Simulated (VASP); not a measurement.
Here is a VASP 6.6.1 calculation.

INCAR

```
PREC     = Accurate       # precision mode
ENCUT    = 520            # plane-wave cutoff, eV
EDIFF    = 1E-8           # SCF threshold, eV
ISMEAR   = -1             # smearing method
SIGMA    = 0.05           # smearing width, eV
LREAL    = False          # projectors in reciprocal space
LASPH    = True           # aspherical terms in the spheres
NELM     = 100            # most SCF steps
ALGO     = Normal         # electronic algorithm
ISIF     = 2              # what is computed and relaxed
LWAVE    = False          # write WAVECAR
LCHARG   = False          # write CHGCAR
LEFG     = True         
NBANDS   = 18             # bands
```

File KPOINTS:

```
regular mesh
0
Gamma
  11 11 6
```

Contents of POSCAR:

```
La
1.0
    3.6993201345      0.0000000000      0.0000000000
   -1.8496600672      3.2037052131      0.0000000000
    0.0000000000      0.0000000000      5.9879629165
La
2
Direct
    0.3333333333      0.6666666667      0.2500000000
    0.6666666667      0.3333333333      0.7500000000
```

Potentials or basis: VASP PAW LDA potentials, release 64 (La).

The run is started by

```sh
$ cat potpaw_LDA.64/La/POTCAR > POTCAR
$ mpirun -np 1 vasp_std > vasp.out
```

Problem. Estimate the band gap on the k mesh.

Solution. Zero (bands 11 and 12 overlap by 1.45 eV).

Problem. What does it give for the pressure?

Solution. -2.2 GPa.

Electric field gradients, principal values (V/Å²):
| atom | least | middle | greatest (by size) |
| --- | --- | --- | --- |
| 1 La | -5.901 | -5.901 | 11.802 |
| 2 La | -5.901 | -5.901 | 11.802 |

Caveat: without QUAD_EFG the Cq values of the log hold for a quadrupole moment of 1 mb, not for the nuclei; spin-orbit coupling is left out, which moves the levels of the heavy elements.
